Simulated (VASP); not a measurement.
# AlNi (Pmmm) in VASP: a series of runs

The runs below take AlNi through single point, with PBEsol.

Everything below comes from runs of VASP 6.6.1. Logs are shortened: lines on timing, memory, paths and dates and some standing lists are left out, and cuts for length are marked.

## Step 1: The cell of the first run

The structure is orthorhombic, space group Pmmm (No. 47). The conventional cell has a = 2.753 Å, b = 2.858 Å, c = 2.869 Å, α = 90.00°, β = 90.00°, γ = 90.00°. Within 3.2 Å of Al (site symmetry mmm) lie 8 Ni at 2.45 Å and 6 Al at 2.75 to 2.87 Å. Ni (site symmetry mmm) has 8 Al at 2.45 Å and 6 Ni at 2.75 to 2.87 Å within 3.2 Å.

## Step 2: Single point, PBEsol (normal strain along x -0.0367, normal strain along y +0.0000)

The input, INCAR:

```
ALGO = Fast
EDIFF = 1E-6
ENCUT = 520
GGA = PS
ISIF = 2
ISMEAR = 0
LASPH = T
LCHARG = F
LREAL = F
LWAVE = F
NBANDS = 14
NELM = 60
PREC = Accurate
SIGMA = 0.15
```

The input, KPOINTS:

```
k-points
0
Gamma
  16 16 16
```

The input, POSCAR:

```
AlNi
1.0
    1.9470216155     -1.9469698762      0.0000000000
    2.0211976712      2.0211479030      0.0000000000
    0.0000000000      0.0000000000      2.8688666979
Al Ni
1 1
Direct
    0.0000000000      0.0000000000      0.0000000000
    0.5000000000      0.5000000000      0.5000000000
```

Potentials or basis: VASP PAW PBE potentials, release 64 (Al, Ni).

On the command line:

```sh
> cat potpaw_PBE.64/Al/POTCAR potpaw_PBE.64/Ni/POTCAR > POTCAR
> mpirun -np 1 vasp_std > vasp.out
```

OUTCAR:

```text
EDIFF = 1E-6
   ENCUT = 520
   GGA = PS
   ISIF = 2
   ISMEAR = 0
   LASPH = T
   LREAL = F
   NELM = 60
   PREC = Accurate

 ion  position               nearest neighbor table
   1  0.000  0.000  0.000-   2 2.45   2 2.45   2 2.45   2 2.45   2 2.45   2 2.45   2 2.45   2 2.45

   2  0.500  0.500  0.500-   1 2.45   1 2.45   1 2.45   1 2.45   1 2.45   1 2.45   1 2.45   1 2.45

  LATTYP: Found a simple monoclinic cell.
 ALAT       =     2.7534677899
 B/A-ratio  =     1.0419103897
 C/A-ratio  =     1.0380982041
 COS(beta)  =    -0.0000255987

  Lattice vectors:

 A1 = (   1.9470216155,  -1.9469698762,   0.0000000000)
 A2 = (   0.0000000000,   0.0000000000,   2.8688666979)
 A3 = (  -2.0211976712,  -2.0211479030,   0.0000000000)

Analysis of symmetry for initial positions (statically):
=====================================================================
 Subroutine PRICEL returns:
 Original cell was already a primitive cell.

 Routine SETGRP: Setting up the symmetry group for a
 simple monoclinic supercell.

 Subroutine GETGRP returns: Found  4 space group operations
 (whereof  4 operations were pure point group operations)
 out of a pool of  4 trial point group operations.

The static configuration has the point symmetry C_2h.

Analysis of symmetry for dynamics (positions and initial velocities):
=====================================================================
 Subroutine PRICEL returns:
 Original cell was already a primitive cell.

 Routine SETGRP: Setting up the symmetry group for a
 simple monoclinic supercell.

 Subroutine GETGRP returns: Found  4 space group operations
 (whereof  4 operations were pure point group operations)
 out of a pool of  4 trial point group operations.

The dynamic configuration has the point symmetry C_2h.

 Subroutine INISYM returns: Found  4 space group operations
 (whereof  4 operations are pure point group operations),
 and found     1 'primitive' translations

----------------------------------------------------------------------------------------

                                     Primitive cell

  volume of cell :      22.5792

  direct lattice vectors                    reciprocal lattice vectors
     1.947021615 -1.946969876  0.000000000     0.256802741 -0.256809064  0.000000000
     2.021197671  2.021147903  0.000000000     0.247377839  0.247384413  0.000000000
     0.000000000  0.000000000  2.868866698     0.000000000  0.000000000  0.348569699

  length of vectors
     2.753467790  2.858369968  2.868866698     0.363178391  0.349849744  0.348569699

  position of ions in fractional coordinates (direct lattice)
     0.000000000  0.000000000  0.000000000
     0.500000000  0.500000000  0.500000000

  ion indices of the primitive-cell ions
   primitive index   ion index
                 1           1
                 2           2

----------------------------------------------------------------------------------------

 KPOINTS: k-points

Automatic generation of k-mesh.
 Grid dimensions read from file:
 generate k-points for:   16   16   16

 Generating k-lattice:

  Cartesian coordinates                     Fractional coordinates (reciprocal lattice)
     0.016050171 -0.016050567  0.000000000     0.062500000  0.000000000  0.000000000
     0.015461115  0.015461526  0.000000000     0.000000000  0.062500000  0.000000000
     0.000000000  0.000000000  0.021785606     0.000000000  0.000000000  0.062500000

  Length of vectors
     0.022698649  0.021865609  0.021785606

  Shift w.r.t. Gamma in fractional coordinates (k-lattice)
     0.000000000  0.000000000  0.000000000

 Subroutine IBZKPT returns following result:
 ===========================================

 Found   1170 irreducible k-points:

 Following reciprocal coordinates:
            Coordinates               Weight
  0.000000  0.000000  0.000000      1.000000
  0.062500  0.000000  0.000000      2.000000
  0.125000  0.000000  0.000000      2.000000
  0.187500  0.000000  0.000000      2.000000
  0.250000  0.000000  0.000000      2.000000
  0.312500 -0.000000  0.000000      2.000000
[... 16 lines left out ...]
 -0.187500  0.062500  0.000000      2.000000
 -0.125000  0.062500  0.000000      2.000000
 [... further k-points ...]
   k-points           NKPTS =   1170   k-points in BZ     NKDIM =   1170   number of bands    NBANDS=     14
   number of dos      NEDOS =    301   number of ions     NIONS =      2
   total plane-waves  NPLWV =  11520
   dimension x,y,z NGX =    20 NGY =   24 NGZ =   24
   dimension x,y,z NGXF=    40 NGYF=   48 NGZF=   48
   ions per type =               1   1
   NGX,Y,Z   is equivalent  to a cutoff of  12.08, 13.96, 13.91 a.u.
   NGXF,Y,Z  is equivalent  to a cutoff of  24.15, 27.92, 27.82 a.u.
 SYSTEM =  unknown system
   PREC   = accura    normal or accurate (medium, high low for compatibility)
   ISTART =      0    job   : 0-new  1-cont  2-samecut
   ICHARG =      2    charge: 1-file 2-atom 10-const
   ISPIN  =      1    spin polarized calculation?
   LNONCOLLINEAR =      F non collinear calculations
   LSORBIT =      F    spin-orbit coupling
   LASPH  =      T    aspherical Exc in radial PAW
   ENCUT  =  520.0 eV  38.22 Ry    6.18 a.u.   5.12  5.31  5.33*2*pi/ulx,y,z
   NELM   =     60;   NELMIN=  2; NELMDL= -5     # of ELM steps
   EDIFF  = 0.1E-05   stopping-criterion for ELM
   LREAL  =      F    real-space projection
   EDIFFG = 0.1E-04   stopping-criterion for IOM
   NSW    =      0    number of steps for IOM
   IBRION =     -1    ionic relax: 0-MD 1-quasi-New 2-CG
   NFREE  =      0    steps in history (QN), initial steepest desc. (CG)
   ISIF   =      2    stress and relaxation
   ISYM   =      2    0-nonsym 1-usesym 2-fastsym
   POTIM  = 0.5000    time-step for ionic-motion
   TEBEG  =    0.0;   TEEND  =   0.0 temperature during run
   PSTRESS=    0.0 pullay stress
   NELECT =      13.0000    total number of electrons
   NUPDOWN=      -1.0000    fix difference up-down
   EMIN   =  10.00;   EMAX   =-10.00  energy-range for DOS
   EFERMI =   0.00;   METHOD = LEGACY
   ISMEAR =     0;   SIGMA  =   0.15  broadening in eV -4-tet -1-fermi 0-gaus
   EFERMI_NEDOS =   21; number of points for ismear=-14 and -15
   IALGO  =     68    algorithm
   IMIX   =      4    mixing-type and parameters
     AMIX     =   0.40;   BMIX     =  1.00
     AMIX_MAG =   1.60;   BMIX_MAG =  1.00
  volume/ion in A,a.u.               =      11.29        76.19
  Fermi-wavevector in a.u.,A,eV,Ry     =   1.361924  2.573664 25.236605  1.854838
  Thomas-Fermi vector in A             =   2.488458
   LORBIT       =      0    0 simple, 1 ext, 2 COOP (PROOUT), +10 PAW based schemes
   GGA     = PS    functional components
   LHFCALC =     F    Hartree Fock is set to
   AEXX    =    0.0000 exact exchange contribution
   IVDW    =     0    specifies the selected vdW correction
   LEPSILON=     F    determine dielectric tensor
   LRPA    =     F    only Hartree local field effects (RPA)
 non-spin polarized calculation
 RMM-DIIS sequential band-by-band and
 Gauss-broadening in eV      SIGMA  =   0.15
  energy-cutoff  :      520.00
  volume of cell :       22.58
 maximum number of plane-waves:       620
   NGX = 11   NGY = 11   NGZ = 11

 number of electron      13.0000010 magnetization

 Free energy of the ion-electron system (eV)
  ---------------------------------------------------
  ext. energy  EPLUGINS =         0.00000000
  ---------------------------------------------------
  free energy    TOTEN  =       -11.56386344 eV

  energy without entropy =      -11.55448755  energy(sigma->0) =      -11.55917549

 E-fermi :  10.6764     XC(G=0): -12.4475

 val. band max:       10.6756016931   @ k =   0.4375   0.5000   0.3125
 cond. band min:      10.6782916213   @ k =  -0.4375   0.4375   0.2500
 fundamental gap:      0.0026899282
 Fermi energy:        10.6764459980

 k-point     1 :       0.0000    0.0000    0.0000
  band No.  band energies     occupation
      1      -0.8861      2.00000
      2       7.1300      2.00000
      3       7.1606      2.00000
      4       8.9281      2.00000
      5       9.0483      2.00000
      6       9.0587      2.00000
      7      15.8691      0.00000
      8      16.0019      0.00000
      9      17.4222      0.00000
     10      18.8405      0.00000
     11      19.0997      0.00000
     12      25.5299      0.00000
     13      31.6308      0.00000
     14      32.5516      0.00000

 k-point     2 :       0.0625    0.0000    0.0000
  band No.  band energies     occupation
      1      -0.8072      2.00000
      2       7.1509      2.00000
      3       7.1650      2.00000
      4       8.9327      2.00000
      5       9.0072      2.00000
      6       9.0184      2.00000
      7      15.9759      0.00000
      8      16.1079      0.00000
      9      16.3967      0.00000
     10      18.8469      0.00000
     11      19.9628      0.00000
     12      25.8795      0.00000
     13      31.5725      0.00000
     14      31.6599      0.00000

 k-point     3 :       0.1250    0.0000    0.0000
  band No.  band energies     occupation
      1      -0.5714      2.00000
      2       7.1639      2.00000
      3       7.2116      2.00000
      4       8.8945      2.00000
      5       8.9076      2.00000
      6       8.9459      2.00000
      7      14.8294      0.00000
      8      16.2864      0.00000
      9      16.4164      0.00000
     10      18.8634      0.00000
     11      21.0564      0.00000
     12      26.9237      0.00000
     13      29.9619      0.00000
     14      30.0635      0.00000
[... 324 lines left out ...]
 k-point    23 :      -0.1875    0.0625    0.0000
  band No.  band energies     occupation
      1      -0.1101      2.00000
      2       7.1340      2.00000
      3       7.3037      2.00000
      4       8.7135      2.00000
      5       8.7385      2.00000
      6       8.9352      2.00000
      7      13.3617      0.00000
      8      16.1051      0.00000
      9      16.8722      0.00000
     10      19.4220      0.00000
     11      22.2958      0.00000
     12      27.5362      0.00000
     13      28.3613      0.00000
     14      28.6492      0.00000

 k-point    24 :      -0.1250    0.0625    0.0000
  band No.  band energies     occupation
      1      -0.4987      2.00000
      2       7.1784      2.00000
      3       7.2122      2.00000
      4       8.8736      2.00000
      5       8.8863      2.00000
      6       8.9243      2.00000
      7      14.8232      0.00000
      8      15.7289      0.00000
      9      16.3844      0.00000
     10      19.3444      0.00000
     11      21.3968      0.00000
     12      27.0566      0.00000
     13      29.1752      0.00000
     14      29.9923      0.00000

 [... further k-points ...]

------------------------ aborting loop because EDIFF is reached ----------------------------------------

  FORCE on cell =-STRESS in cart. coord.  units (eV):
  Direction    XX          YY          ZZ          XY          YZ          ZX
  --------------------------------------------------------------------------------------
  -------------------------------------------------------------------------------------
  Total        1.1343635      1.1353553      0.8084139     -0.2947860      0.0000000      0.0000000
  in kB       80.4922410     80.5626184     57.3634840    -20.9174412      0.0000000      0.0000000
  external PRESSURE =      72.8061145 kB  Pullay stress =       0.0000000 kB

 VOLUME and BASIS-vectors are now :
 -----------------------------------------------------------------------------
  energy-cutoff  :      520.00
  volume of cell :       22.58
      direct lattice vectors                 reciprocal lattice vectors
     1.947021615 -1.946969876  0.000000000     0.256802741 -0.256809064  0.000000000
     2.021197671  2.021147903  0.000000000     0.247377839  0.247384413  0.000000000
     0.000000000  0.000000000  2.868866698     0.000000000  0.000000000  0.348569699

 POSITION                                       TOTAL-FORCE (eV/Angst)
 -----------------------------------------------------------------------------------
      0.00000      0.00000      0.00000         0.000000      0.000000      0.000000
      1.98411      0.03709      1.43443         0.000000      0.000000      0.000000
 -----------------------------------------------------------------------------------
    total drift:                                0.000000      0.000000      0.000000

  FREE ENERGIE OF THE ION-ELECTRON SYSTEM (eV)
  ---------------------------------------------------
  free  energy   TOTEN  =       -11.5638634375 eV

  energy  without entropy=      -11.5544875462  energy(sigma->0) =      -11.55917549
```

Run time: 4.5 min. Hardware: 1 thread of Intel Xeon Platinum 8259CL at 2.50GHz (Skylake/Cascade Lake), shared host; peak memory 0.47 GiB.

Results:

- Free energy: -11.5639 eV
- Pressure: 7.3 GPa
- Band gap on the k mesh: zero (an odd number of electrons rules out a gap without spin polarisation)

Stress tensor (GPa, compression positive):
```
 8.05 -2.09  0.00
-2.09  8.06  0.00
 0.00  0.00  5.74
```

Levels at points of the mesh, in eV from the Fermi level:
| k point | band 3 | band 4 | band 5 | band 6 | band 7 | band 8 | band 9 | band 10 | band 11 | band 12 |
| --- | --- | --- | --- | --- | --- | --- | --- | --- | --- | --- |
| (0.00, 0.00, 0.00) | -3.52 | -1.75 | -1.63 | -1.62 | 5.19 | 5.33 | 6.75 | 8.16 | 8.42 | 14.85 |
| (0.50, 0.00, 0.00) | -2.95 | -2.52 | -2.49 | -1.63 | -0.47 | 8.37 | 9.87 | 9.99 | 11.31 | 11.42 |
| (0.00, 0.50, 0.00) | -3.03 | -2.52 | -2.27 | -1.54 | -0.77 | 8.31 | 9.71 | 10.90 | 11.16 | 12.19 |
| (0.50, 0.50, 0.00) | -3.03 | -2.83 | -2.34 | -2.30 | -1.07 | 1.72 | 2.92 | 12.57 | 15.06 | 15.35 |
| (0.00, 0.00, 0.50) | -3.04 | -2.50 | -2.27 | -1.53 | -0.80 | 8.32 | 9.82 | 10.97 | 11.15 | 12.15 |
| (0.50, 0.00, 0.50) | -3.06 | -2.85 | -2.33 | -2.28 | -1.08 | 1.69 | 2.88 | 12.66 | 15.12 | 15.44 |
| (0.00, 0.50, 0.50) | -3.23 | -3.21 | -2.13 | -2.13 | -1.16 | 1.31 | 2.52 | 13.64 | 16.17 | 16.47 |
| (0.50, 0.50, 0.50) | -4.38 | -1.11 | -1.01 | 1.90 | 1.91 | 2.00 | 4.25 | 4.44 | 4.85 | 4.89 |

Caveat: the cell differs from its parent crystal (normal strain along x -0.0367, normal strain along y +0.0000); the cell stands under pressure; the PAW data sets were made with another functional, which shifts forces and pressure a little. Spin polarisation is off, so any magnetic state and its effect on volume and gap are missing.

(Part 1 of 2 ends here.)
